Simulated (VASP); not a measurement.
Write the native input for VASP 6.6.1 that does the following.

```yaml
Task: single point
Functional: PBEsol
Potentials_or_basis: VASP PAW PBE potentials, release 64 (Ni, O)
Cutoff: 520 eV
k_mesh: 12 × 12 × 6
Occupations: gaussian, width 0.05 eV
Spin: no spin polarisation
Dipole_correction: no
Further_INCAR_settings: ALGO = Normal; EDIFF = 1e-06; NBANDS = 18
```

The structure of NiO2 lies in POSCAR:

```
NiO2
1.0
    2.7304424938      0.0000000000      0.0000000000
   -1.3652212469      2.3646325632      0.0000000000
    0.0000000000      0.0000000000      5.1695467736
Ni O
1 2
Direct
    0.0000000000      0.0000000000      0.5000000000
    0.6666666667      0.3333333333      0.6750910825
    0.3333333333      0.6666666667      0.3249089175
```

This cell differs from its parent crystal: c/a of the conventional cell at fixed volume 1.8933.

One way to write it, as run:

INCAR

```
SYSTEM = NiO2
  PREC = Accurate
  ENCUT = 520
  EDIFF = 1E-6
  ISMEAR = 0
  SIGMA = 0.05
  LREAL = .FALSE.
  LASPH = .TRUE.
  NELM = 100
  ALGO = Normal
  ISIF = 2
  LWAVE = .FALSE.
  LCHARG = .FALSE.
  GGA = PS
  NBANDS = 18
```

KPOINTS

```
Automatic mesh
0
G
  12 12 6
  0 0 0
```

Potentials or basis: VASP PAW PBE potentials, release 64 (Ni, O).

Command:

```bash
$ cat potpaw_PBE.64/Ni/POTCAR potpaw_PBE.64/O/POTCAR > POTCAR
$ mpirun -np 1 vasp_std > vasp.out
```

Results of the run:

The pressure is 13.9 GPa. The largest force is 1.212 eV/Å and the band gap on the k mesh is 1.20 eV, indirect (least direct gap 1.49 eV).

Caveat: the PAW data sets were made with another functional, which shifts forces and pressure a little.

Run time: 2 min on 1 thread of AMD EPYC 7R13 (shared host), peak memory 0.15 GiB.
